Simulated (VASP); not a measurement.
A run of VASP 6.6.1 is set up as follows.

File INCAR:

```
SYSTEM = Cs
PREC = Accurate
ENCUT = 520
EDIFF = 1E-6
ISMEAR = -1
SIGMA = 0.1
LREAL = .FALSE.
LASPH = .TRUE.
NELM = 100
ALGO = Normal
ISIF = 2
LWAVE = .FALSE.
LCHARG = .FALSE.
GGA = PE
NBANDS = 20
```

KPOINTS

```
regular mesh
0
G
  6 6 8
  0 0 0
```

POSCAR

```
Cs
1.0
    9.1214654501      0.0000000000      0.0000000000
   -4.5607327251      7.8994207995      0.0000000000
    0.0000000000      0.0000000000      5.4800617702
Cs
3
Direct
    1.0000000000      1.0000000000      0.0000000000
    0.3333333333      0.6666666667      0.5000000000
    0.6666666667      0.3333333333      0.5000000000
```

Potentials or basis: VASP PAW PBE potentials, release 64 (Cs_sv).

Launch:

```bash
$ cat potpaw_PBE.64/Cs_sv/POTCAR > POTCAR
$ mpirun -np 1 vasp_std > vasp.out
```

(1) What does it give for the pressure?

(2) Predict the band gap on the k mesh.

## Answers

(1) -0.2 GPa.

(2) zero (an odd number of electrons rules out a gap without spin polarisation).

Caveat: spin-orbit coupling is left out, which moves the levels of the heavy elements.
